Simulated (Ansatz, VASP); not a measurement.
LiAuBr2 in VASP and in Ansatz

```xyz
4
Lattice="2.0213 1.1670 6.1661 -2.0213 1.1670 6.1661 0.0000 -2.3340 6.1661" Properties=species:S:1:pos:R:3 pbc="T T T"
Li    0.0000    0.0000    9.2491
Au    0.0000    0.0000    0.0000
Br    0.0000    0.0000   13.9235
Br    0.0000    0.0000    4.5747
```

Alike in both runs: functional PBEsol; k mesh 9 × 9 × 9; no spin polarisation.

Ansatz relaxed the structure, and its values are those at the end. VASP's run is a single point on that final structure, the one shown.

|  | VASP | Ansatz |
| --- | --- | --- |
| version | VASP 6.6.1 | Ansatz 0.2.0 |
| potentials or method | VASP PAW PBE potentials, release 64 (Li_sv, Au, Br), cutoff 520 eV | scalar-relativistic, plane waves, PAW |
| occupations | gaussian, width 0.01 eV | fixed |
| valence electrons in the cell | 28 | 36 |

```csv
,VASP,Ansatz,Ansatz less VASP
gap on the k mesh at the Fermi level (eV),0.80,0.80,+0.002
least direct gap on the mesh (eV),1.13,1.13,+0.002
```

VASP's potentials were made for PBE, not for PBEsol. VASP's potentials hold 28 valence electrons a cell and Ansatz's 36, so a difference there can come from the potentials and not from the codes.

Neither program's run includes spin-orbit coupling. Noted on VASP's run: the cutoff is under 1.25 times that of the potentials, so the pressure is a little rough.
